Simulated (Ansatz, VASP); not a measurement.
## One calculation of V, two programs

```
CELL_PARAMETERS angstrom
-1.47935 1.47935 1.47935
1.47935 -1.47935 1.47935
1.47935 1.47935 -1.47935
ATOMIC_POSITIONS crystal
V 0.00000 0.00000 0.00000
```

Alike in both runs: functional PBEsol; k mesh 20 × 20 × 20; occupations gaussian, width 0.1 eV; no spin polarisation.

Ansatz relaxed the structure, and its values are those at the end. VASP's run is a single point on that final structure, the one shown.

|  | VASP | Ansatz |
| --- | --- | --- |
| version | VASP 6.6.1 | Ansatz 0.2.0 |
| potentials or method | VASP PAW PBE potentials, release 64 (V_sv), cutoff 520 eV | scalar-relativistic, plane waves, PAW |
| valence electrons in the cell | 13 | 13 |

```tsv
	VASP	Ansatz	Ansatz less VASP
gap on the k mesh at the Fermi level (eV)	none	none	-
pressure (GPa)	0.3	0.0	-0.23
```

VASP's potentials were made for PBE, not for PBEsol. A gap of «none» marks a metal or a gap that the smearing closes. The functional is the same, so the differences come from potentials, cutoffs and numerics.
